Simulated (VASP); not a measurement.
Ir: single point with PBEsol

Ir:

```
CELL_PARAMETERS angstrom
0.00000 1.82371 1.91970
1.82371 0.00000 1.91970
1.82371 1.82371 0.00000
ATOMIC_POSITIONS crystal
Ir 0.00000 0.00000 0.00000
```

This cell differs from its parent crystal: strain -0.050 along x and y, +0.000 along z.

```json
{
  "Program": "VASP 6.6.1",
  "Task": "single point",
  "Functional": "PBEsol",
  "Potentials or basis": "VASP PAW PBE potentials, release 64 (Ir)",
  "Cutoff": "520 eV",
  "k mesh": "22 × 22 × 22",
  "Occupations": "gaussian, width 0.15 eV",
  "Spin": "no spin polarisation",
  "Dipole correction": "no",
  "Further INCAR settings": "ALGO = Normal; EDIFF = 1e-06; NBANDS = 10"
}
```

- Pressure: 49.9 GPa
- Band gap on the k mesh: zero (an odd number of electrons rules out a gap without spin polarisation)

Stress tensor (GPa, compression positive):
```
58.66  0.00  0.00
 0.00 58.66  0.00
 0.00  0.00 32.24
```

Levels at points of the mesh, in eV from the Fermi level:
```tsv
k point	band 1	band 2	band 3	band 4	band 5	band 6	band 7	band 8	band 9
(0.00, 0.00, 0.00)	-12.30	-5.04	-4.24	-4.24	-1.90	-0.82	14.14	19.09	20.95
(0.50, 0.00, 0.00)	-9.26	-5.06	-4.25	-1.02	0.93	1.34	8.42	13.61	20.37
(0.50, 0.50, 0.00)	-9.21	-8.50	0.94	1.20	1.78	1.78	11.00	12.86	12.86
(0.50, 0.00, 0.50)	-9.17	-8.54	1.03	1.42	2.11	2.26	11.52	12.30	12.55
```

Wall time 100 s on 1 thread of Intel Xeon 8259CL, on a shared host, peak memory 0.23 GiB.

Caveat: the cell differs from its parent crystal (strain -0.050 along x and y, +0.000 along z); the cell stands under pressure; the PAW data sets were made with another functional, which shifts forces and pressure a little; spin-orbit coupling is left out, which moves the levels of the heavy elements.
